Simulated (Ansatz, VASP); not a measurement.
Zr2B in VASP and in Ansatz

```
CELL_PARAMETERS angstrom
0.00000 3.04988 3.04988
3.04988 0.00000 3.04988
3.04988 3.04988 0.00000
ATOMIC_POSITIONS crystal
Zr 0.25000 0.25000 0.25000
Zr 0.00000 0.00000 0.00000
B 0.75000 0.75000 0.75000
```

Alike in both runs: functional PBE; k mesh 6 × 6 × 6; occupations gaussian, width 0.1 eV; no spin polarisation.

Ansatz relaxed the structure, and its values are those at the end. VASP's run is a single point on that final structure, the one shown.

```csv
,VASP,Ansatz
version,VASP 6.6.1,Ansatz 0.2.0
potentials or method,"VASP PAW PBE potentials, release 64 (Zr_sv, B), cutoff 520 eV","scalar-relativistic, plane waves, PAW"
valence electrons in the cell,27,27
```

```csv
,VASP,Ansatz,Ansatz less VASP
gap on the k mesh at the Fermi level (eV),none,none,-
pressure (GPa),0.1,0.0,-0.12
```

A gap of «none» marks a metal or a gap that the smearing closes. With one functional, cell and mesh, what is left measures potentials, basis and numerics.
